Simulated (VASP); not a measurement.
Wanted: the native input for a VASP 6.6.1 run.

```
Task                   : single point
Functional             : r2SCAN
Potentials or basis    : VASP PAW PBE potentials, release 64 (Al, As)
Cutoff                 : 550 eV
k mesh                 : 8 × 8 × 8
Occupations            : gaussian, width 0.05 eV
Spin                   : no spin polarisation
Dipole correction      : no
Further INCAR settings : ALGO = Normal; EDIFF = 1e-06; NBANDS = 11
```

The system is AlAs.

```
CELL_PARAMETERS angstrom
0.00000 2.81991 2.81991
2.81991 0.00000 2.81991
2.81991 2.81991 0.00000
ATOMIC_POSITIONS crystal
Al 0.00000 0.00000 0.00000
As 0.75000 0.75000 0.75000
```

The input as run:

POSCAR

```
AlAs
1.0
    0.0000000000      2.8199118883      2.8199118883
    2.8199118883      0.0000000000      2.8199118883
    2.8199118883      2.8199118883      0.0000000000
Al As
1 1
Direct
    0.0000000000      0.0000000000      0.0000000000
    0.7500000000      0.7500000000      0.7500000000
```

INCAR.step1

```
SYSTEM = AlAs
  PREC = Accurate
  ENCUT = 550
  ISMEAR = 0
  SIGMA = 0.05
  LREAL = .FALSE.
  LASPH = .TRUE.
  NELM = 120
  NBANDS = 11
  GGA = PE
  ALGO = Normal
  EDIFF = 1E-5
  LWAVE = .TRUE.
  LCHARG = .FALSE.
  GGA_COMPAT = .FALSE.
```

INCAR.step2

```
SYSTEM = AlAs
  PREC = Accurate
  ENCUT = 550
  EDIFF = 1E-6
  ISMEAR = 0
  SIGMA = 0.05
  LREAL = .FALSE.
  LASPH = .TRUE.
  NELM = 120
  ALGO = Normal
  ISIF = 2
  LWAVE = .FALSE.
  LCHARG = .FALSE.
  METAGGA = R2SCAN
  LMIXTAU = .TRUE.
  NBANDS = 11
  ISTART = 1
  GGA_COMPAT = .FALSE.
```

KPOINTS

```
Automatic mesh
0
G
  8 8 8
  0 0 0
```

Potentials or basis: VASP PAW PBE potentials, release 64 (Al, As).

Run with:

```console
$ cat potpaw_PBE.64/Al/POTCAR potpaw_PBE.64/As/POTCAR > POTCAR
$ cp INCAR.step1 INCAR
$ mpirun -np 1 vasp_std > vasp.out
$ cp INCAR.step2 INCAR
$ mpirun -np 1 vasp_std > vasp.out
```

It gave:

```yaml
Pressure: 1.6 GPa
Band_gap_on_the_k_mesh: 1.77 eV (least direct gap 2.80 eV)
```

Caveat: the PAW data sets were made with another functional, which shifts forces and pressure a little.

Wall time 46 s on 1 thread of Intel(R) Xeon(R) 6975P-C (Granite Rapids), with other jobs on the host, peak memory 0.19 GiB.
